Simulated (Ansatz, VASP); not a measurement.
# SnPb2O3: VASP beside Ansatz

```
Sn Pb O
1.0
     5.03131    0.00000    0.00000
    -2.51565    4.35724    0.00000
     0.00000    0.00000    8.59840
Sn Pb O
1 2 3
Cartesian
  2.5157 1.4524 0.0000
  2.5157 1.4524 4.2992
  0.0000 0.0000 4.2992
  0.0000 2.9048 4.2992
  2.5157 1.4524 1.9798
  2.5157 1.4524 6.6186
```

Alike in both runs: functional PBE; k mesh 6 × 6 × 2; occupations gaussian, width 0.1 eV; no spin polarisation.

Ansatz relaxed the structure, and its values are those at the end. VASP's run is a single point on that final structure, the one shown.

|  | VASP | Ansatz |
| --- | --- | --- |
| version | VASP 6.6.1 | Ansatz 0.2.0 |
| potentials or method | VASP PAW PBE potentials, release 64 (Sn_d, Pb_d, O), cutoff 520 eV | scalar-relativistic, plane waves, PAW |
| valence electrons in the cell | 60 | 60 |

```tsv
	VASP	Ansatz	Ansatz less VASP
gap on the k mesh at the Fermi level (eV)	none	none	-
pressure (GPa)	0.1	0.0	-0.03
rms of the force components (eV/Å)	0.021	0.003	-0.0173
```

A gap of «none» marks a metal or a gap that the smearing closes. The functional is the same, so the differences come from potentials, cutoffs and numerics.

The k mesh is coarse, so the values compare programs but aren't converged. Spin-orbit coupling is off throughout.
